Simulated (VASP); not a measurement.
# Ni (Im-3m) in VASP: further runs

The runs below take Ni through single point, with r2SCAN.

Program: VASP 6.6.1. These are calculated values, not measurements. Logs are shortened: lines on timing, memory, paths and dates and some standing lists are left out, and cuts for length are marked.

### 1 The cell of the first run

It takes space group Im-3m (No. 229, cubic). Conventional cell: a = 2.767 Å, b = 2.767 Å, c = 2.767 Å, α = 90.00°, β = 90.00°, γ = 90.00°. Within 3.2 Å of Ni (site symmetry m-3m) lie 14 Ni at 2.40 to 2.77 Å.

### 2 Single point, r2SCAN, collinear spin, ferromagnetic start

POSCAR

```
Ni
1.0
   -1.3837154700      1.3837154700      1.3837154700
    1.3837154700     -1.3837154700      1.3837154700
    1.3837154700      1.3837154700     -1.3837154700
Ni
1
Direct
    0.0000000000      0.0000000000      0.0000000000
```

INCAR.step1

```
PREC = Accurate
ENCUT = 520
ISMEAR = -1
SIGMA = 0.05
LREAL = F
LASPH = T
NELM = 150
ISPIN = 2
MAGMOM = 1
LMAXMIX = 4
NBANDS = 15
GGA = PE
ALGO = Normal
EDIFF = 1E-4
LWAVE = T
LCHARG = F
```

INCAR.step2

```
PREC = Accurate
ENCUT = 520
EDIFF = 1E-6
ISMEAR = -1
SIGMA = 0.05
LREAL = F
LASPH = T
NELM = 150
ALGO = Normal
ISIF = 2
LWAVE = F
LCHARG = T
ISPIN = 2
MAGMOM = 1
LORBIT = 11
LMAXMIX = 4
METAGGA = R2SCAN
LMIXTAU = T
LELF = T
LVHAR = T
NBANDS = 15
ISTART = 1
```

KPOINTS

```
Automatic mesh
0
Gamma
  13 13 13
```

Potentials or basis: VASP PAW PBE potentials, release 64 (Ni).

Started as:

```sh
$ cat potpaw_PBE.64/Ni/POTCAR > POTCAR
$ cp INCAR.step1 INCAR
$ mpirun -np 1 vasp_std > vasp.out
$ cp INCAR.step2 INCAR
$ mpirun -np 1 vasp_std > vasp.out
```

OUTCAR:

```text
PREC = Accurate
   ENCUT = 520
   EDIFF = 1E-6
   ISMEAR = -1
   LREAL = F
   LASPH = T
   NELM = 150
   ISIF = 2
   ISPIN = 2
   LORBIT = 11
   METAGGA = R2SCAN
   ISTART = 1

 ion  position               nearest neighbor table
   1  0.000  0.000  0.000-

  LATTYP: Found a body centered cubic cell.
 ALAT       =     2.7674309400

  Lattice vectors:

 A1 = (  -1.3837154700,   1.3837154700,   1.3837154700)
 A2 = (   1.3837154700,  -1.3837154700,   1.3837154700)
 A3 = (   1.3837154700,   1.3837154700,  -1.3837154700)

Analysis of symmetry for initial positions (statically):
=====================================================================
 Subroutine PRICEL returns:
 Original cell was already a primitive cell.

 Routine SETGRP: Setting up the symmetry group for a
 body centered cubic supercell.

 Subroutine GETGRP returns: Found 48 space group operations
 (whereof 48 operations were pure point group operations)
 out of a pool of 48 trial point group operations.

The static configuration has the point symmetry O_h .

Analysis of symmetry for dynamics (positions and initial velocities):
=====================================================================
 Subroutine PRICEL returns:
 Original cell was already a primitive cell.

 Routine SETGRP: Setting up the symmetry group for a
 body centered cubic supercell.

 Subroutine GETGRP returns: Found 48 space group operations
 (whereof 48 operations were pure point group operations)
 out of a pool of 48 trial point group operations.

The dynamic configuration has the point symmetry O_h .

Analysis of structural, dynamic, and magnetic symmetry:
=====================================================================
 Subroutine PRICEL returns:
 Original cell was already a primitive cell.

 Routine SETGRP: Setting up the symmetry group for a
 body centered cubic supercell.

 Subroutine GETGRP returns: Found 48 space group operations
 (whereof 48 operations were pure point group operations)
 out of a pool of 48 trial point group operations.

The overall configuration has the point symmetry O_h .

 Subroutine INISYM returns: Found 48 space group operations
 (whereof 48 operations are pure point group operations),
 and found     1 'primitive' translations

----------------------------------------------------------------------------------------

                                     Primitive cell

  volume of cell :      10.5974

  direct lattice vectors                    reciprocal lattice vectors
    -1.383715470  1.383715470  1.383715470     0.000000000  0.361345964  0.361345964
     1.383715470 -1.383715470  1.383715470     0.361345964  0.000000000  0.361345964
     1.383715470  1.383715470 -1.383715470     0.361345964  0.361345964  0.000000000

  length of vectors
     2.396665497  2.396665497  2.396665497     0.511020363  0.511020363  0.511020363

  position of ions in fractional coordinates (direct lattice)
     0.000000000  0.000000000  0.000000000

  ion indices of the primitive-cell ions
   primitive index   ion index
                 1           1

----------------------------------------------------------------------------------------

 KPOINTS: Automatic mesh

Automatic generation of k-mesh.
 Grid dimensions read from file:
 generate k-points for:   13   13   13

 Generating k-lattice:

  Cartesian coordinates                     Fractional coordinates (reciprocal lattice)
     0.000000000  0.027795843  0.027795843     0.076923077  0.000000000  0.000000000
     0.027795843  0.000000000  0.027795843     0.000000000  0.076923077  0.000000000
     0.027795843  0.027795843  0.000000000     0.000000000  0.000000000  0.076923077

  Length of vectors
     0.039309259  0.039309259  0.039309259

  Shift w.r.t. Gamma in fractional coordinates (k-lattice)
     0.000000000  0.000000000  0.000000000

 Subroutine IBZKPT returns following result:
 ===========================================

 Found     84 irreducible k-points:

 Following reciprocal coordinates:
            Coordinates               Weight
  0.000000  0.000000  0.000000      1.000000
  0.076923  0.000000  0.000000     12.000000
  0.153846  0.000000  0.000000     12.000000
  0.230769  0.000000  0.000000     12.000000
  0.307692  0.000000  0.000000     12.000000
  0.384615  0.000000  0.000000     12.000000
[... 16 lines left out ...]
  0.153846  0.076923  0.076923     24.000000
  0.230769  0.076923  0.076923     24.000000
 [... further k-points ...]
   k-points           NKPTS =     84   k-points in BZ     NKDIM =     84   number of bands    NBANDS=     15
   number of dos      NEDOS =    301   number of ions     NIONS =      1
   total plane-waves  NPLWV =   5832
   dimension x,y,z NGX =    18 NGY =   18 NGZ =   18
   dimension x,y,z NGXF=    36 NGYF=   36 NGZF=   36
   ions per type =               1
   NGX,Y,Z   is equivalent  to a cutoff of  12.49, 12.49, 12.49 a.u.
   NGXF,Y,Z  is equivalent  to a cutoff of  24.97, 24.97, 24.97 a.u.
 SYSTEM =  unknown system
   PREC   = accura    normal or accurate (medium, high low for compatibility)
   ISTART =      1    job   : 0-new  1-cont  2-samecut
   ICHARG =      0    charge: 1-file 2-atom 10-const
   ISPIN  =      2    spin polarized calculation?
   LNONCOLLINEAR =      F non collinear calculations
   LSORBIT =      F    spin-orbit coupling
   LASPH  =      T    aspherical Exc in radial PAW
   ENCUT  =  520.0 eV  38.22 Ry    6.18 a.u.   4.46  4.46  4.46*2*pi/ulx,y,z
   NELM   =    150;   NELMIN=  2; NELMDL=  0     # of ELM steps
   EDIFF  = 0.1E-05   stopping-criterion for ELM
   LREAL  =      F    real-space projection
   EDIFFG = 0.1E-04   stopping-criterion for IOM
   NSW    =      0    number of steps for IOM
   IBRION =     -1    ionic relax: 0-MD 1-quasi-New 2-CG
   NFREE  =      0    steps in history (QN), initial steepest desc. (CG)
   ISIF   =      2    stress and relaxation
   ISYM   =      2    0-nonsym 1-usesym 2-fastsym
   POTIM  = 0.5000    time-step for ionic-motion
   TEBEG  =    0.0;   TEEND  =   0.0 temperature during run
   PSTRESS=    0.0 pullay stress
   NELECT =      10.0000    total number of electrons
   NUPDOWN=      -1.0000    fix difference up-down
   EMIN   =  10.00;   EMAX   =-10.00  energy-range for DOS
   EFERMI =   0.00;   METHOD = LEGACY
   ISMEAR =    -1;   SIGMA  =   0.05  broadening in eV -4-tet -1-fermi 0-gaus
   EFERMI_NEDOS =   21; number of points for ismear=-14 and -15
   IALGO  =     38    algorithm
   IMIX   =      4    mixing-type and parameters
     AMIX     =   0.40;   BMIX     =  1.00
     AMIX_MAG =   1.60;   BMIX_MAG =  1.00
  volume/ion in A,a.u.               =      10.60        71.51
  Fermi-wavevector in a.u.,A,eV,Ry     =   1.605738  3.034405 35.081190  2.578395
  Thomas-Fermi vector in A             =   2.702037
   LORBIT       =     11    0 simple, 1 ext, 2 COOP (PROOUT), +10 PAW based schemes
   METAGGA = R2SCAN    functional components
   LHFCALC =     F    Hartree Fock is set to
   AEXX    =    0.0000 exact exchange contribution
   IVDW    =     0    specifies the selected vdW correction
   LEPSILON=     F    determine dielectric tensor
   LRPA    =     F    only Hartree local field effects (RPA)
 spin polarized calculation
  energy-cutoff  :      520.00
  volume of cell :       10.60
 maximum number of plane-waves:       321
 NGX is ok and might be reduce to    18
   NGX =  9   NGY =  9   NGZ =  9

 number of electron      10.0000004 magnetization       0.6460104

 Free energy of the ion-electron system (eV)
  ---------------------------------------------------
  ext. energy  EPLUGINS =         0.00000000
  ---------------------------------------------------
  free energy    TOTEN  =       -11.83713532 eV

  energy without entropy =      -11.82698463  energy(sigma->0) =      -11.83205998

 E-fermi :   9.4756     XC(G=0): -14.5442

 val. band max:        9.4603251134   @ k =  -0.3846   0.4615   0.3077
 cond. band min:       9.4893506974   @ k =  -0.3077   0.3077   0.0769
 fundamental gap:      0.0290255839
 Fermi energy:         9.4756160845

 spin component 1

 k-point     1 :       0.0000    0.0000    0.0000
  band No.  band energies     occupation
      1       0.0845      1.00000
      2       6.7652      1.00000
      3       6.7655      1.00000
      4       6.7655      1.00000
      5       8.3080      1.00000
      6       8.3080      1.00000
      7      37.2457      0.00000
      8      37.2458      0.00000
      9      37.2458      0.00000
     10      42.4533      0.00000
     11      42.4533      0.00000
     12      43.9578      0.00000
     13      43.9581      0.00000
     14      43.9581      0.00000
     15      44.1593      0.00000

 k-point     2 :       0.0769    0.0000    0.0000
  band No.  band energies     occupation
      1       0.3429      1.00000
      2       6.7076      1.00000
      3       6.7616      1.00000
      4       6.8811      1.00000
      5       8.2502      1.00000
      6       8.3127      1.00000
      7      35.2198      0.00000
      8      36.7321      0.00000
      9      36.8818      0.00000
     10      40.9130      0.00000
     11      41.2133      0.00000
     12      41.2483      0.00000
     13      43.6048      0.00000
     14      45.0268      0.00000
     15      46.4111      0.00000
[... 365 lines left out ...]
      3       6.3770      1.00000
      4       8.1564      1.00000
      5       8.1695      1.00000
      6       8.3138      1.00000
      7      27.2807      0.00000
      8      29.4446      0.00000
      9      31.5311      0.00000
     10      39.1223      0.00000
     11      43.2250      0.00000
     12      43.8279      0.00000
     13      46.2029      0.00000
     14      47.2605      0.00000
     15      50.6859      0.00000

 k-point    24 :       0.2308    0.0769    0.0769
  band No.  band energies     occupation
      1       3.8895      1.00000
      2       6.0412      1.00000
      3       6.4251      1.00000
      4       8.1671      1.00000
      5       8.3870      1.00000
      6       8.9378      0.99998
      7      23.2813      0.00000
      8      28.1051      0.00000
      9      29.7389      0.00000
     10      38.7468      0.00000
     11      42.5483      0.00000
     12      45.4580      0.00000
     13      47.3515      0.00000
     14      51.1399      0.00000
     15      52.3587      0.00000

 [... further k-points ...]

 spin component 2

 k-point     1 :       0.0000    0.0000    0.0000
  band No.  band energies     occupation
      1      -0.0965      1.00000
      2       7.9180      1.00000
      3       7.9180      1.00000
      4       7.9182      1.00000
      5       8.9753      0.99995
      6       8.9753      0.99995
      7      37.2197      0.00000
      8      37.2197      0.00000
      9      37.2198      0.00000
     10      42.4450      0.00000
     11      42.4451      0.00000
     12      44.3578      0.00000
     13      44.3578      0.00000
     14      44.3578      0.00000
     15      44.5194      0.00000

 k-point     2 :       0.0769    0.0000    0.0000
  band No.  band energies     occupation
      1       0.1637      1.00000
      2       7.8527      1.00000
      3       7.9067      1.00000
      4       8.0410      1.00000
      5       8.9151      0.99999
      6       8.9805      0.99995
      7      35.2348      0.00000
      8      36.7079      0.00000
      9      36.8963      0.00000
     10      41.2818      0.00000
     11      41.3361      0.00000
     12      41.5784      0.00000
     13      43.6738      0.00000
     14      45.3593      0.00000
     15      46.6844      0.00000
[... 365 lines left out ...]
      3       7.3653      1.00000
      4       8.8956      0.99999
      5       9.0103      0.99991
      6       9.3595      0.91078
      7      27.4267      0.00000
      8      29.5383      0.00000
      9      31.8228      0.00000
     10      39.1463      0.00000
     11      43.4906      0.00000
     12      43.9984      0.00000
     13      46.4179      0.00000
     14      47.5490      0.00000
     15      51.5376      0.00000

 k-point    24 :       0.2308    0.0769    0.0769
  band No.  band energies     occupation
      1       3.9076      1.00000
      2       7.0727      1.00000
      3       7.2409      1.00000
      4       8.9583      0.99997
      5       9.0825      0.99961
      6      10.0921      0.00000
      7      23.5000      0.00000
      8      28.2020      0.00000
      9      29.9948      0.00000
     10      38.8228      0.00000
     11      42.8017      0.00000
     12      45.6261      0.00000
     13      47.6234      0.00000
     14      51.4445      0.00000
     15      54.1147      0.00000

 [... further k-points ...]
[... 5 lines left out ...]
  --------------------------------------------------------------------------------------
  -------------------------------------------------------------------------------------
  Total        0.0310321      0.0310321      0.0310321     -0.0000000      0.0000000     -0.0000000
  in kB        4.6915999      4.6915999      4.6915999     -0.0000000      0.0000000     -0.0000000
  external PRESSURE =       4.6915999 kB  Pullay stress =       0.0000000 kB

 VOLUME and BASIS-vectors are now :
 -----------------------------------------------------------------------------
  energy-cutoff  :      520.00
  volume of cell :       10.60
      direct lattice vectors                 reciprocal lattice vectors
    -1.383715470  1.383715470  1.383715470     0.000000000  0.361345964  0.361345964
     1.383715470 -1.383715470  1.383715470     0.361345964  0.000000000  0.361345964
     1.383715470  1.383715470 -1.383715470     0.361345964  0.361345964  0.000000000

 POSITION                                       TOTAL-FORCE (eV/Angst)
 -----------------------------------------------------------------------------------
      0.00000      0.00000      0.00000         0.000000      0.000000      0.000000
 -----------------------------------------------------------------------------------
    total drift:                                0.000000      0.000000      0.000000

  FREE ENERGIE OF THE ION-ELECTRON SYSTEM (eV)
  ---------------------------------------------------
  free  energy   TOTEN  =       -11.8371353211 eV

  energy  without entropy=      -11.8269846342  energy(sigma->0) =      -11.83205998

 total charge

# of ion       s       p       d       tot
------------------------------------------
    1        0.517   0.528   8.354   9.398

 magnetization (x)

# of ion       s       p       d       tot
------------------------------------------
    1       -0.007  -0.030   0.698   0.661
```

Wall time 1.8 min (1 thread of Intel Xeon Platinum 8259CL at 2.50GHz (Skylake/Cascade Lake), shared host); peak memory 0.14 GiB.

What came out:

```
Free energy                                           : -11.8371 eV
Pressure                                              : 0.5 GPa
Net moment                                            : 0.65 μB per cell
Site moments                                          : Ni +0.66 μB
Valence electrons inside the program's atomic spheres : Ni 9.40
```

Caveat: the PAW data sets were made with another functional, which shifts forces and pressure a little.

### 3 Single point, r2SCAN, collinear spin, ferromagnetic start

This run uses another cell than the first one, of 10.81 Å³/atom, 1.020 times its volume.

POSCAR

```
Ni
1.0
   -1.3928794157      1.3928794157      1.3928794157
    1.3928794157     -1.3928794157      1.3928794157
    1.3928794157      1.3928794157     -1.3928794157
Ni
1
Direct
    0.0000000000      0.0000000000      0.0000000000
```

INCAR.step1

```
  PREC = Accurate
  ENCUT = 520
  ISMEAR = -1
  SIGMA = 0.05
  LREAL = False
  LASPH = True
  NELM = 150
  ISPIN = 2
  MAGMOM = 1
  LMAXMIX = 4
  NBANDS = 15
  GGA = PE
  ALGO = Normal
  EDIFF = 1E-4
  LWAVE = True
  LCHARG = False
```

INCAR.step2

```
  PREC = Accurate
  ENCUT = 520
  EDIFF = 1E-6
  ISMEAR = -1
  SIGMA = 0.05
  LREAL = False
  LASPH = True
  NELM = 150
  ALGO = Normal
  ISIF = 2
  LWAVE = False
  LCHARG = False
  ISPIN = 2
  MAGMOM = 1
  LORBIT = 11
  LMAXMIX = 4
  METAGGA = R2SCAN
  LMIXTAU = True
  NBANDS = 15
  ISTART = 1
```

KPOINTS

```
regular mesh
0
Gamma
  13 13 13
```

Potentials or basis: VASP PAW PBE potentials, release 64 (Ni).

Started as:

```sh
$ cat potpaw_PBE.64/Ni/POTCAR > POTCAR
$ cp INCAR.step1 INCAR
$ mpirun -np 1 vasp_std > vasp.out
$ cp INCAR.step2 INCAR
$ mpirun -np 1 vasp_std > vasp.out
```

It took 95 s on 1 thread of Intel Xeon Platinum 8259CL at 2.50GHz (Skylake/Cascade Lake), shared host; peak memory 0.14 GiB.

The run converged. Its results:

- Free energy: -11.8346 eV
- Pressure: -3.6 GPa
- Net moment: 0.65 μB per cell
- Site moments: Ni +0.67 μB
- Valence electrons inside the program's atomic spheres: Ni 9.36

Levels at points of the mesh, in eV from the Fermi level:
Spin up:
```tsv
k point	band 3	band 4	band 5	band 6	band 7	band 8
(0.00, 0.00, 0.00)	-2.67	-2.67	-1.16	-1.16	27.55	27.55
```
Spin down:
```csv
k point,band 1,band 2,band 3,band 4,band 5,band 6,band 7,band 8,band 9,band 10
"(0.00, 0.00, 0.00)",-9.44,-1.51,-1.51,-1.51,-0.49,-0.49,27.52,27.52,27.52,32.61
```

Caveat: the PAW data sets were made with another functional, which shifts forces and pressure a little.
